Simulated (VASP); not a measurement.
Wanted: the native input for a VASP 6.6.1 run.

```yaml
Task: single point
Functional: r2SCAN
Potentials_or_basis: VASP PAW PBE potentials, release 64 (Pt, Se)
Cutoff: 520 eV
k_mesh: 10 × 10 × 7
Occupations: fermi-dirac, width 0.1 eV
Spin: no spin polarisation
Dipole_correction: no
Further_INCAR_settings: ALGO = Normal; EDIFF = 1e-06; NBANDS = 18
```

PtSe2:

```
Pt Se
1.0
     1.86679    3.23337    0.00000
    -1.86679    3.23337    0.00000
     0.00000    0.00000    5.29795
Pt Se
1 2
Direct
  0.00000 0.00000 0.00000
  0.33330 0.33340 0.25000
  0.66670 0.66660 0.75000
```

One way to write it, as run:

POSCAR

```
PtSe2
1.0
    1.8667910000      3.2333740000      0.0000000000
   -1.8667910000      3.2333740000      0.0000000000
    0.0000000000      0.0000000000      5.2979490000
Pt Se
1 2
Direct
    0.0000000000      0.0000000000      0.0000000000
    0.3333000000      0.3334000000      0.2500000000
    0.6667000000      0.6666000000      0.7500000000
```

INCAR.step1

```
SYSTEM = PtSe2
  PREC = Accurate
  ENCUT = 520
  ISMEAR = -1
  SIGMA = 0.1
  LREAL = .False.
  LASPH = .True.
  NELM = 80
  NBANDS = 18
  GGA = PE
  ALGO = Normal
  EDIFF = 1E-4
  LWAVE = .True.
  LCHARG = .False.
```

INCAR.step2

```
SYSTEM = PtSe2
  PREC = Accurate
  ENCUT = 520
  EDIFF = 1E-6
  ISMEAR = -1
  SIGMA = 0.1
  LREAL = .False.
  LASPH = .True.
  NELM = 80
  ALGO = Normal
  ISIF = 2
  LWAVE = .False.
  LCHARG = .True.
  METAGGA = R2SCAN
  LMIXTAU = .True.
  LELF = .True.
  LVHAR = .True.
  NBANDS = 18
  ISTART = 1
```

KPOINTS

```
regular mesh
0
Gamma
  10 10 7
  0 0 0
```

Potentials or basis: VASP PAW PBE potentials, release 64 (Pt, Se).

Run with:

```sh
$ cat potpaw_PBE.64/Pt/POTCAR potpaw_PBE.64/Se/POTCAR > POTCAR
$ cp INCAR.step1 INCAR
$ mpirun -np 1 vasp_std > vasp.out
$ cp INCAR.step2 INCAR
$ mpirun -np 1 vasp_std > vasp.out
```

It gave:

```json
{
  "Pressure": "-0.5 GPa",
  "Largest force": "0.330 eV/Å",
  "Band gap on the k mesh": "zero (bands 11 and 12 overlap by 0.22 eV)"
}
```

Caveat: the PAW data sets were made with another functional, which shifts forces and pressure a little; spin-orbit coupling is left out, which moves the levels of the heavy elements.

It took 17 min on 1 thread of Intel Xeon 8259CL, on a shared host, peak memory 0.35 GiB.
